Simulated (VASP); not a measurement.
# SnSe (zincblende type) (F-43m) in VASP: further runs

SnSe (zincblende type) is run at these levels: PBEsol; tasks: density of states.

All numbers are computed with VASP 6.6.1; they aren't measurements. Logs are shortened: lines on timing, memory, paths and dates and some standing lists are left out, and cuts for length are marked.

### Step 1. The cell of the first run

The structure is cubic, space group F-43m (No. 216). Conventional cell: a = 5.450 Å, b = 5.450 Å, c = 5.450 Å, α = 90.00°, β = 90.00°, γ = 90.00°. Within 3.1 Å of Sn (site symmetry -43m) lie 4 Se at 2.36 Å. Se (site symmetry -43m) has 4 Sn at 2.36 Å within 3.1 Å.

### Step 2. Density of states, PBEsol (volume scaled by 0.55)

POSCAR

```
SnSe
1.0
    0.0000000000      2.7248357497      2.7248357497
    2.7248357497      0.0000000000      2.7248357497
    2.7248357497      2.7248357497      0.0000000000
Sn Se
1 1
Direct
    0.0000000000      0.0000000000      0.0000000000
    0.2500000000      0.2500000000      0.2500000000
```

INCAR.step1

```
SYSTEM = SnSe
PREC     = Accurate       ! precision mode
ENCUT    = 520            ! plane-wave cutoff, eV
EDIFF    = 1E-6           ! SCF threshold, eV
ISMEAR   = -1             ! smearing method
SIGMA    = 0.08           ! smearing width, eV
LREAL    = .FALSE.        ! projectors in reciprocal space
LASPH    = .TRUE.         ! aspherical terms in the spheres
NELM     = 60             ! most SCF steps
ALGO     = Normal         ! electronic algorithm
ISIF     = 2              ! what is computed and relaxed
LWAVE    = .FALSE.        ! write WAVECAR
LCHARG   = .TRUE.         ! write CHGCAR
GGA      = PS             ! functional
NBANDS   = 17             ! bands
```

KPOINTS.step1

```
regular mesh
0
G
  12 12 12
  0 0 0
```

INCAR.step2

```
SYSTEM = SnSe
PREC     = Accurate       ! precision mode
ENCUT    = 520            ! plane-wave cutoff, eV
EDIFF    = 1E-6           ! SCF threshold, eV
ISMEAR   = -5             ! smearing method
SIGMA    = 0.08           ! smearing width, eV
LREAL    = .FALSE.        ! projectors in reciprocal space
LASPH    = .TRUE.         ! aspherical terms in the spheres
NELM     = 60             ! most SCF steps
ALGO     = Normal         ! electronic algorithm
ISIF     = 2              ! what is computed and relaxed
LWAVE    = .FALSE.        ! write WAVECAR
LCHARG   = .FALSE.        ! write CHGCAR
GGA      = PS             ! functional
LORBIT   = 11             ! projections on sites
NBANDS   = 17             ! bands
NEDOS    = 2001           ! points of the DOS
ICHARG   = 11             ! starting density
```

KPOINTS.step2

```
regular mesh
0
G
  18 18 18
  0 0 0
```

Potentials or basis: VASP PAW PBE potentials, release 64 (Sn_d, Se).

On the command line:

```bash
$ cat potpaw_PBE.64/Sn_d/POTCAR potpaw_PBE.64/Se/POTCAR > POTCAR
$ cp INCAR.step1 INCAR
$ cp KPOINTS.step1 KPOINTS
$ mpirun -np 1 vasp_std > vasp.out
$ cp INCAR.step2 INCAR
$ cp KPOINTS.step2 KPOINTS
$ mpirun -np 1 vasp_std > vasp.out
```

OUTCAR:

```text
SYSTEM = SnSe
   PREC = Accurate
   ENCUT = 520
   EDIFF = 1E-6
   ISMEAR = -5
   LREAL = .FALSE.
   LASPH = .TRUE.
   NELM = 60
   ISIF = 2
   GGA = PS
   LORBIT = 11
   ICHARG = 11

 ion  position               nearest neighbor table
   1  0.000  0.000  0.000-   2 2.36   2 2.36   2 2.36   2 2.36
   2  0.250  0.250  0.250-   1 2.36   1 2.36   1 2.36   1 2.36

  LATTYP: Found a face centered cubic cell.
 ALAT       =     5.4496714994

  Lattice vectors:

 A1 = (   0.0000000000,   2.7248357497,   2.7248357497)
 A2 = (   2.7248357497,   0.0000000000,   2.7248357497)
 A3 = (   2.7248357497,   2.7248357497,   0.0000000000)

Analysis of symmetry for initial positions (statically):
=====================================================================
 Subroutine PRICEL returns:
 Original cell was already a primitive cell.

 Routine SETGRP: Setting up the symmetry group for a
 face centered cubic supercell.

 Subroutine GETGRP returns: Found 24 space group operations
 (whereof 24 operations were pure point group operations)
 out of a pool of 48 trial point group operations.

The static configuration has the point symmetry T_d .

Analysis of symmetry for dynamics (positions and initial velocities):
=====================================================================
 Subroutine PRICEL returns:
 Original cell was already a primitive cell.

 Routine SETGRP: Setting up the symmetry group for a
 face centered cubic supercell.

 Subroutine GETGRP returns: Found 24 space group operations
 (whereof 24 operations were pure point group operations)
 out of a pool of 48 trial point group operations.

The dynamic configuration has the point symmetry T_d .

 Subroutine INISYM returns: Found 24 space group operations
 (whereof 24 operations are pure point group operations),
 and found     1 'primitive' translations

----------------------------------------------------------------------------------------

                                     Primitive cell

  volume of cell :      40.4623

  direct lattice vectors                    reciprocal lattice vectors
     0.000000000  2.724835750  2.724835750    -0.183497299  0.183497299  0.183497299
     2.724835750  0.000000000  2.724835750     0.183497299 -0.183497299  0.183497299
     2.724835750  2.724835750  0.000000000     0.183497299  0.183497299 -0.183497299

  length of vectors
     3.853499672  3.853499672  3.853499672     0.317826645  0.317826645  0.317826645

  position of ions in fractional coordinates (direct lattice)
     0.000000000  0.000000000  0.000000000
     0.250000000  0.250000000  0.250000000

  ion indices of the primitive-cell ions
   primitive index   ion index
                 1           1
                 2           2

----------------------------------------------------------------------------------------

 KPOINTS: regular mesh

Automatic generation of k-mesh.
 Grid dimensions read from file:
 generate k-points for:   18   18   18

 Generating k-lattice:

  Cartesian coordinates                     Fractional coordinates (reciprocal lattice)
    -0.010194294  0.010194294  0.010194294     0.055555556  0.000000000  0.000000000
     0.010194294 -0.010194294  0.010194294     0.000000000  0.055555556  0.000000000
     0.010194294  0.010194294 -0.010194294     0.000000000  0.000000000  0.055555556

  Length of vectors
     0.017657036  0.017657036  0.017657036

  Shift w.r.t. Gamma in fractional coordinates (k-lattice)
     0.000000000  0.000000000  0.000000000

 TETIRR: Found    806 inequivalent tetrahedra from    34992

 Subroutine IBZKPT returns following result:
 ===========================================

 Found    195 irreducible k-points:

 Following reciprocal coordinates:
            Coordinates               Weight
  0.000000  0.000000  0.000000      1.000000
  0.055556  0.000000  0.000000      8.000000
  0.111111  0.000000  0.000000      8.000000
  0.166667  0.000000  0.000000      8.000000
  0.222222  0.000000  0.000000      8.000000
  0.277778  0.000000  0.000000      8.000000
[... 16 lines left out ...]
 -0.277778  0.055556  0.000000     24.000000
 -0.222222  0.055556  0.000000     24.000000
 [... further k-points ...]
   k-points           NKPTS =    195   k-points in BZ     NKDIM =    195   number of bands    NBANDS=     17
   number of dos      NEDOS =   2001   number of ions     NIONS =      2
   total plane-waves  NPLWV =  27000
   dimension x,y,z NGX =    30 NGY =   30 NGZ =   30
   dimension x,y,z NGXF=    60 NGYF=   60 NGZF=   60
   ions per type =               1   1
   NGX,Y,Z   is equivalent  to a cutoff of  12.94, 12.94, 12.94 a.u.
   NGXF,Y,Z  is equivalent  to a cutoff of  25.88, 25.88, 25.88 a.u.
 SYSTEM =  SnSe
   PREC   = accura    normal or accurate (medium, high low for compatibility)
   ISTART =      0    job   : 0-new  1-cont  2-samecut
   ICHARG =     11    charge: 1-file 2-atom 10-const
   ISPIN  =      1    spin polarized calculation?
   LNONCOLLINEAR =      F non collinear calculations
   LSORBIT =      F    spin-orbit coupling
   LASPH  =      T    aspherical Exc in radial PAW
   ENCUT  =  520.0 eV  38.22 Ry    6.18 a.u.   7.16  7.16  7.16*2*pi/ulx,y,z
   NELM   =     60;   NELMIN=  2; NELMDL=  0     # of ELM steps
   EDIFF  = 0.1E-05   stopping-criterion for ELM
   LREAL  =      F    real-space projection
   EDIFFG = 0.1E-04   stopping-criterion for IOM
   NSW    =      0    number of steps for IOM
   IBRION =     -1    ionic relax: 0-MD 1-quasi-New 2-CG
   NFREE  =      0    steps in history (QN), initial steepest desc. (CG)
   ISIF   =      2    stress and relaxation
   ISYM   =      2    0-nonsym 1-usesym 2-fastsym
   POTIM  = 0.5000    time-step for ionic-motion
   TEBEG  =    0.0;   TEEND  =   0.0 temperature during run
   PSTRESS=    0.0 pullay stress
   NELECT =      20.0000    total number of electrons
   NUPDOWN=      -1.0000    fix difference up-down
   EMIN   =  10.00;   EMAX   =-10.00  energy-range for DOS
   EFERMI =   0.00;   METHOD = LEGACY
   ISMEAR =    -5;   SIGMA  =   0.08  broadening in eV -4-tet -1-fermi 0-gaus
   EFERMI_NEDOS =   21; number of points for ismear=-14 and -15
   IALGO  =     38    algorithm
   IMIX   =      4    mixing-type and parameters
     AMIX     =   0.40;   BMIX     =  1.00
     AMIX_MAG =   1.60;   BMIX_MAG =  1.00
  volume/ion in A,a.u.               =      20.23       136.53
  Fermi-wavevector in a.u.,A,eV,Ry     =   1.294398  2.446058 22.796102  1.675466
  Thomas-Fermi vector in A             =   2.425983
   LORBIT       =     11    0 simple, 1 ext, 2 COOP (PROOUT), +10 PAW based schemes
   GGA     = PS    functional components
   LHFCALC =     F    Hartree Fock is set to
   AEXX    =    0.0000 exact exchange contribution
   IVDW    =     0    specifies the selected vdW correction
   LEPSILON=     F    determine dielectric tensor
   LRPA    =     F    only Hartree local field effects (RPA)
 non-spin polarized calculation
 Fermi weights with tetrahedron method with Bloechl corrections
  energy-cutoff  :      520.00
  volume of cell :       40.46
 maximum number of plane-waves:      1113
 NGX is ok and might be reduce to    30

 number of electron      19.9999994 magnetization

 Free energy of the ion-electron system (eV)
  ---------------------------------------------------
  ext. energy  EPLUGINS =         0.00000000
  ---------------------------------------------------
  free energy    TOTEN  =        -4.50014581 eV

  energy without entropy =       -4.50014581  energy(sigma->0) =       -4.50014581

 E-fermi :  10.0216     XC(G=0): -11.0255

 val. band max:       10.0308907246   @ k =  -0.3333   0.2778   0.1111
 cond. band min:       9.9631636293   @ k =   0.2222   0.1667   0.0556
 fundamental gap:     -0.0677270953
 Fermi energy:        10.0216245097

 k-point     1 :       0.0000    0.0000    0.0000
  band No.  band energies     occupation
      1     -12.9078      2.00000
      2     -12.9078      2.00000
      3     -12.9078      2.00000
      4     -12.7146      2.00000
      5     -12.7146      2.00000
      6      -8.3533      2.00000
[... 9 lines left out ...]
     16      17.7380      0.00000
     17      18.8196      0.00000

 k-point     2 :       0.0556    0.0000    0.0000
  band No.  band energies     occupation
      1     -12.9115      2.00000
      2     -12.9063      2.00000
      3     -12.9063      2.00000
      4     -12.7147      2.00000
      5     -12.7147      2.00000
      6      -8.3133      2.00000
[... 9 lines left out ...]
     16      17.3550      0.00000
     17      18.6221      0.00000

 k-point     3 :       0.1111    0.0000    0.0000
  band No.  band energies     occupation
      1     -12.9217      2.00000
      2     -12.9018      2.00000
      3     -12.9018      2.00000
      4     -12.7148      2.00000
      5     -12.7148      2.00000
      6      -8.1946      2.00000
[... 9 lines left out ...]
     16      16.8307      0.00000
     17      18.3014      0.00000

 k-point     4 :       0.1667    0.0000    0.0000
  band No.  band energies     occupation
      1     -12.9372      2.00000
      2     -12.8952      2.00000
      3     -12.8952      2.00000
      4     -12.7147      2.00000
      5     -12.7147      2.00000
      6      -8.0021      2.00000
[... 9 lines left out ...]
     16      16.8863      0.00000
     17      18.5703      0.00000
[... 343 lines left out ...]
      1     -13.0010      2.00000
      2     -12.8712      2.00000
      3     -12.8689      2.00000
      4     -12.7131      2.00000
      5     -12.7083      2.00000
      6      -6.9701      2.00000
[... 9 lines left out ...]
     16      18.0111      0.00000
     17      21.9014      0.00000

 k-point    23 :      -0.2778    0.0556    0.0000
  band No.  band energies     occupation
      1     -12.9844      2.00000
      2     -12.8777      2.00000
      3     -12.8742      2.00000
      4     -12.7154      2.00000
      5     -12.7097      2.00000
      6      -7.2986      2.00000
[... 9 lines left out ...]
     16      17.4301      0.00000
     17      21.3933      0.00000

 k-point    24 :      -0.2222    0.0556    0.0000
  band No.  band energies     occupation
      1     -12.9656      2.00000
      2     -12.8854      2.00000
      3     -12.8810      2.00000
      4     -12.7167      2.00000
      5     -12.7111      2.00000
      6      -7.6150      2.00000
[... 9 lines left out ...]
     16      17.2415      0.00000
     17      20.1420      0.00000

 [... further k-points ...]
[... 5 lines left out ...]
  --------------------------------------------------------------------------------------
  -------------------------------------------------------------------------------------
  Total       15.4992226     15.4992226     15.4992226      0.0000000      0.0000000      0.0000000
  in kB      613.7189278    613.7189278    613.7189278      0.0000000      0.0000000      0.0000000
  external PRESSURE =     613.7189278 kB  Pullay stress =       0.0000000 kB

 VOLUME and BASIS-vectors are now :
 -----------------------------------------------------------------------------
  energy-cutoff  :      520.00
  volume of cell :       40.46
      direct lattice vectors                 reciprocal lattice vectors
     0.000000000  2.724835750  2.724835750    -0.183497299  0.183497299  0.183497299
     2.724835750  0.000000000  2.724835750     0.183497299 -0.183497299  0.183497299
     2.724835750  2.724835750  0.000000000     0.183497299  0.183497299 -0.183497299

 POSITION                                       TOTAL-FORCE (eV/Angst)
 -----------------------------------------------------------------------------------
      0.00000      0.00000      0.00000        -0.000000     -0.000000     -0.000000
      1.36242      1.36242      1.36242         0.000000      0.000000      0.000000
 -----------------------------------------------------------------------------------
    total drift:                                0.000000      0.000000      0.000000

  FREE ENERGIE OF THE ION-ELECTRON SYSTEM (eV)
  ---------------------------------------------------
  free  energy   TOTEN  =        -4.5001458122 eV

  energy  without entropy=       -4.5001458122  energy(sigma->0) =       -4.50014581

 total charge

# of ion       s       p       d       tot
------------------------------------------
    1        1.285   1.350  10.191  12.826
    2        1.552   2.456   0.145   4.152
--------------------------------------------------
tot          2.836   3.806  10.336  16.979
```

Wall time 2.6 min (1 thread of Intel Xeon 6975P-C, shared host); peak memory 0.27 GiB.

Results:

* Valence electrons inside the program's atomic spheres: Sn 12.83; Se 4.15

Caveat: the cell differs from its parent crystal (volume scaled by 0.55); the PAW data sets were made with another functional, which shifts forces and pressure a little; spin-orbit coupling is left out, which moves the levels of the heavy elements; tetrahedron occupations give inexact forces and stress in metals.

### Step 3. Density of states, PBEsol (volume scaled by 0.55)

POSCAR is that of step 2.

INCAR.step1

```
PREC     = Accurate       # precision mode
ENCUT    = 520            # plane-wave cutoff, eV
EDIFF    = 1E-6           # SCF threshold, eV
ISMEAR   = -1             # smearing method
SIGMA    = 0.08           # smearing width, eV
LREAL    = False          # projectors in reciprocal space
LASPH    = True           # aspherical terms in the spheres
NELM     = 80             # most SCF steps
ALGO     = Normal         # electronic algorithm
ISIF     = 2              # what is computed and relaxed
LWAVE    = False          # write WAVECAR
LCHARG   = True           # write CHGCAR
GGA      = PS             # functional
NBANDS   = 17             # bands
```

KPOINTS.step1

```
Automatic mesh
0
Gamma
  12 12 12
```

INCAR.step2

```
PREC     = Accurate       # precision mode
ENCUT    = 520            # plane-wave cutoff, eV
EDIFF    = 1E-6           # SCF threshold, eV
ISMEAR   = -5             # smearing method
SIGMA    = 0.08           # smearing width, eV
LREAL    = False          # projectors in reciprocal space
LASPH    = True           # aspherical terms in the spheres
NELM     = 80             # most SCF steps
ALGO     = Normal         # electronic algorithm
ISIF     = 2              # what is computed and relaxed
LWAVE    = False          # write WAVECAR
LCHARG   = False          # write CHGCAR
GGA      = PS             # functional
LORBIT   = 10             # projections on sites
NBANDS   = 17             # bands
NEDOS    = 2001           # points of the DOS
ICHARG   = 11             # starting density
```

KPOINTS.step2

```
Automatic mesh
0
Gamma
  18 18 18
```

Potentials or basis: VASP PAW PBE potentials, release 64 (Sn_d, Se).

On the command line:

```bash
$ cat potpaw_PBE.64/Sn_d/POTCAR potpaw_PBE.64/Se/POTCAR > POTCAR
$ cp INCAR.step1 INCAR
$ cp KPOINTS.step1 KPOINTS
$ mpirun -np 1 vasp_std > vasp.out
$ cp INCAR.step2 INCAR
$ cp KPOINTS.step2 KPOINTS
$ mpirun -np 1 vasp_std > vasp.out
```

Run time: 74 s. Hardware: 1 thread of AMD EPYC 9R45 (Zen 5), shared host; peak memory 0.23 GiB.

It converged, with:

- Valence electrons inside the program's atomic spheres: Sn 12.83; Se 4.15

Levels at points of the mesh, in eV from the Fermi level:
```csv
k point,band 7,band 8,band 9,band 10,band 11,band 12,band 13,band 14
"(0.00, 0.00, 0.00)",-4.18,-4.18,-4.18,-3.24,0.88,0.88,0.88,5.81
"(0.50, 0.00, 0.00)",-11.01,-5.37,-5.37,-2.21,1.81,1.81,4.41,7.36
"(0.50, 0.50, 0.00)",-11.04,-6.99,-6.99,-1.93,-1.19,7.43,7.66,7.66
```

Caveat: the cell differs from its parent crystal (volume scaled by 0.55); the PAW data sets were made with another functional, which shifts forces and pressure a little; spin-orbit coupling is left out, which moves the levels of the heavy elements; tetrahedron occupations give inexact forces and stress in metals.

### Step 4. Density of states, PBEsol

This run uses another cell than the first one, of 36.78 Å³/atom, 1.818 times its volume.

POSCAR

```
SnSe
1.0
    0.0000000000      3.3257231900      3.3257231900
    3.3257231900      0.0000000000      3.3257231900
    3.3257231900      3.3257231900      0.0000000000
Sn Se
1 1
Direct
    0.0000000000      0.0000000000      0.0000000000
    0.2500000000      0.2500000000      0.2500000000
```

INCAR.step1

```
PREC = Accurate ; ENCUT = 520
EDIFF = 1E-6 ; ISMEAR = -1
SIGMA = 0.08 ; LREAL = False
LASPH = True ; NELM = 100
ALGO = Normal ; ISIF = 2
LWAVE = False ; LCHARG = True
GGA = PS ; NBANDS = 17
```

KPOINTS.step1

```
regular mesh
0
Gamma
  12 12 12
```

INCAR.step2

```
PREC = Accurate ; ENCUT = 520
EDIFF = 1E-6 ; ISMEAR = -5
SIGMA = 0.08 ; LREAL = False
LASPH = True ; NELM = 100
ALGO = Normal ; ISIF = 2
LWAVE = False ; LCHARG = False
GGA = PS ; LORBIT = 10
NBANDS = 17 ; NEDOS = 2001
ICHARG = 11
```

KPOINTS.step2

```
regular mesh
0
Gamma
  18 18 18
```

On the command line:

```bash
$ cat potpaw_PBE.64/Sn_d/POTCAR potpaw_PBE.64/Se/POTCAR > POTCAR
$ cp INCAR.step1 INCAR
$ cp KPOINTS.step1 KPOINTS
$ mpirun -np 1 vasp_std > vasp.out
$ cp INCAR.step2 INCAR
$ cp KPOINTS.step2 KPOINTS
$ mpirun -np 1 vasp_std > vasp.out
```

Wall time 2.2 min (1 thread of AMD EPYC 9R45 (Zen 5), shared host); peak memory 0.35 GiB.

Results (log left out):

```yaml
Valence_electrons_inside_the_program's_atomic_spheres: Sn 12.07; Se 3.80
```

Levels at points of the mesh, in eV from the Fermi level:
```
           k point  band 6  band 7  band 8  band 9  band 10  band 11  band 12  band 13  band 14  band 15
(0.00, 0.00, 0.00)  -13.46   -5.26   -2.38   -2.38    -2.38     1.46     1.46     1.46     4.70     7.44
(0.50, 0.00, 0.00)  -12.96   -7.31   -2.92   -2.92    -2.24     2.23     2.23     3.42     6.23     7.43
(0.50, 0.50, 0.00)  -12.77   -7.58   -3.65   -3.65    -0.64    -0.11     4.49     4.49     5.51     7.40
```

Caveat: the PAW data sets were made with another functional, which shifts forces and pressure a little; spin-orbit coupling is left out, which moves the levels of the heavy elements; tetrahedron occupations give inexact forces and stress in metals.
